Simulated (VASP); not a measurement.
## MoSe3: relaxation of cell and atoms with PBE

MoSe3:

```
Mo Se
1.0
     4.38954    0.00000    0.00000
     0.00000    4.38954    0.00000
     0.00000    0.00000    4.41303
Mo Se
1 3
Direct
  0.00000 0.00000 0.00000
  0.00000 0.50000 0.50000
  0.50000 0.00000 0.50000
  0.50000 0.50000 0.00000
```

The cell was generated, and may not be a known phase.

| Property | Result |
| --- | --- |
| Program | VASP 6.6.1 |
| Task | relaxation of cell and atoms |
| Functional | PBE |
| Potentials or basis | VASP PAW PBE potentials, release 64 (Mo_sv, Se) |
| Cutoff | 600 eV |
| k mesh | 4 × 4 × 4 |
| Occupations | gaussian, width 0.1 eV |
| Spin | collinear spin |
| Starting moments | [1.0, 0.0, 0.0, 0.0] μB |
| Dipole correction | no |
| Further INCAR settings | ALGO = Normal; EDIFF = 1e-07; IBRION = 2; EDIFFG = -0.04; NSW = 90; ISIF = 3 |

```
Relaxed volume                                        : 21.10 Å³/atom
Relaxed cell                                          : a = 3.692 Å, b = 3.692 Å, c = 6.194 Å, α = 90.00°, β = 90.00°, γ = 90.00°
Space group after relaxing (to 0.1 Å)                 : P4/mmm (No. 123)
Energy gained by relaxing                             : 278.7 meV/atom
Ionic steps                                           : 36
Pressure after relaxing                               : -0.1 GPa
Band gap on the k mesh                                : zero (filled and empty bands overlap)
Net moment                                            : 0.00 μB per cell
Valence electrons inside the program's atomic spheres : Mo 12.13; Se 3.74, 3.86 (each value once)
```

Stress tensor (GPa, compression positive):
```
-0.02  0.00  0.00
 0.00 -0.02  0.00
 0.00  0.00 -0.11
```

Step by step:
```csv
step,energy change (eV),largest force (eV/Å),pressure (GPa),volume (Å³)
1,0.0000,0.0000,-9.60,85.03
2,-0.2788,0.0000,6.56,70.30
3,-0.3598,0.0000,0.00,74.49
4,-0.3597,0.0000,0.27,74.29
5,-0.3610,0.0000,-0.15,74.60
6,-0.3631,0.0000,-1.36,75.56
7,-0.3633,0.0000,-1.38,75.59
8,-0.3639,0.0000,-1.45,75.65
9,-0.3651,0.0000,-1.60,75.78
10,-0.3680,0.0000,-1.88,76.04
11,-0.3753,0.0000,-2.40,76.55
12,-0.3984,0.0000,-3.39,77.56
13,-0.4674,0.0000,-5.41,79.51
14,-0.5342,0.0000,-8.07,83.16
15,-0.5348,0.0000,-8.11,83.23
16,-0.5365,0.0000,-8.18,83.41
17,-0.5403,0.0000,-8.32,83.78
18,-0.5506,0.0000,-8.54,84.49
19,-0.5770,0.0000,-8.90,85.88
20,-0.6489,0.0000,-9.21,88.47
21,-0.8464,0.0000,-7.73,92.91
22,-0.9262,0.0000,-0.96,98.99
23,-0.9415,0.0000,-5.55,95.53
24,-0.9606,0.0000,-5.46,94.38
25,-1.0121,0.0000,-5.08,90.94
26,-1.0355,0.0000,-3.26,83.99
27,-1.0401,0.0000,-3.82,85.62
28,-1.0400,0.0000,-4.24,87.00
29,-1.0631,0.0000,-3.61,86.66
30,-1.1076,0.0000,-1.52,85.63
31,-1.0588,0.0000,3.65,83.49
32,-1.1137,0.0000,-0.37,85.11
33,-1.1137,0.0000,-0.26,85.07
34,-1.1139,0.0000,-0.23,85.01
35,-1.1144,0.0000,-0.19,84.81
36,-1.1150,0.0000,-0.05,84.42
```

Final structure:
```cif
data_structure
_symmetry_space_group_name_H-M 'P 1'
_symmetry_Int_Tables_number 1
_cell_length_a 3.6916
_cell_length_b 3.6916
_cell_length_c 6.1945
_cell_angle_alpha 90.000
_cell_angle_beta 90.000
_cell_angle_gamma 90.000
_cell_volume 84.42
loop_
_atom_site_label
_atom_site_type_symbol
_atom_site_fract_x
_atom_site_fract_y
_atom_site_fract_z
_atom_site_occupancy
Mo1 Mo 0.00000 0.00000 0.00000 1
Se1 Se 0.00000 0.50000 0.50000 1
Se2 Se 0.50000 0.00000 0.50000 1
Se3 Se 0.50000 0.50000 0.00000 1
```

Levels at points of the mesh, in eV from the Fermi level:
Spin up:
```
           k point  band 12  band 13  band 14  band 15  band 16  band 17  band 18  band 19  band 20  band 21
(0.00, 0.00, 0.00)    -2.24    -2.24    -1.15    -1.07    -0.57    -0.41    -0.41     0.47     2.22     3.78
(0.50, 0.00, 0.00)    -2.18    -2.06    -1.69    -1.34    -0.59    -0.18    -0.09     0.55     1.23     4.69
(0.50, 0.50, 0.00)    -3.11    -3.11    -2.60    -0.05     0.28     0.28     0.41     1.00     2.40     3.19
(0.00, 0.00, 0.50)    -2.84    -2.37    -2.37    -1.15    -0.22    -0.22     0.49     0.86     3.41     3.62
(0.50, 0.00, 0.50)    -2.66    -2.29    -2.14    -1.43    -1.33     0.06     0.09     1.30     1.44     3.40
(0.50, 0.50, 0.50)    -1.90    -1.36    -1.36    -1.23    -1.23    -0.60     0.41     0.97     1.40     4.71
```
Spin down:
| k point | band 12 | band 13 | band 14 | band 15 | band 16 | band 17 | band 18 | band 19 | band 20 | band 21 |
| --- | --- | --- | --- | --- | --- | --- | --- | --- | --- | --- |
| (0.00, 0.00, 0.00) | -2.24 | -2.24 | -1.15 | -1.07 | -0.57 | -0.41 | -0.41 | 0.47 | 2.22 | 3.78 |
| (0.50, 0.00, 0.00) | -2.18 | -2.06 | -1.69 | -1.34 | -0.59 | -0.18 | -0.09 | 0.55 | 1.23 | 4.69 |
| (0.50, 0.50, 0.00) | -3.11 | -3.11 | -2.60 | -0.05 | 0.28 | 0.28 | 0.41 | 1.00 | 2.40 | 3.19 |
| (0.00, 0.00, 0.50) | -2.84 | -2.37 | -2.37 | -1.15 | -0.22 | -0.22 | 0.49 | 0.86 | 3.41 | 3.62 |
| (0.50, 0.00, 0.50) | -2.66 | -2.29 | -2.14 | -1.43 | -1.33 | 0.06 | 0.09 | 1.30 | 1.44 | 3.40 |
| (0.50, 0.50, 0.50) | -1.90 | -1.36 | -1.36 | -1.23 | -1.23 | -0.60 | 0.41 | 0.97 | 1.40 | 4.71 |

Wall time 71 min on 1 thread of Intel Xeon 8259CL (shared host), peak memory 0.3 GiB.

Caveat: a cell axis changed by over 15 % at a fixed basis, so the end point is rough.
